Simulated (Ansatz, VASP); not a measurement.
**LuHfF: VASP beside Ansatz**

```
Lu Hf F
1.0
     3.33986    0.00000    0.00000
     0.00000    3.33986    0.00000
     0.00000    0.00000    5.02705
Lu Hf F
1 1 1
Direct
  0.00000 0.00000 0.00000
  0.50000 0.50000 0.50000
  0.50000 0.50000 0.00000
```

Change from the starting cell: species swapped into the YCoC type (P4/mmm, No. 123).

Alike in both runs: functional PBE; k mesh 14 × 14 × 10; occupations gaussian, width 0.1 eV; no spin polarisation.

Ansatz relaxed the structure, and its values are those at the end. VASP's run is a single point on that final structure, the one shown.

|  | VASP | Ansatz |
| --- | --- | --- |
| version | VASP 6.6.1 | Ansatz 0.2.0 |
| potentials or method | VASP PAW PBE potentials, release 64 (Lu, Hf_pv, F), cutoff 520 eV | scalar-relativistic, plane waves, PAW |
| valence electrons in the cell | 42 | 58 |

VASP gave:

```
gap on the k mesh at the Fermi level (eV) : none
pressure (GPa)                            : -0.1
```

**Question.** What did Ansatz give for the same quantities?

**Answer.** gap on the k mesh at the Fermi level (eV): none; pressure (GPa): 0.0.

A gap of «none» marks a metal or a gap that the smearing closes. VASP's potentials hold 42 valence electrons a cell and Ansatz's 58, so a difference there can come from the potentials and not from the codes.

Neither program's run includes spin-orbit coupling.
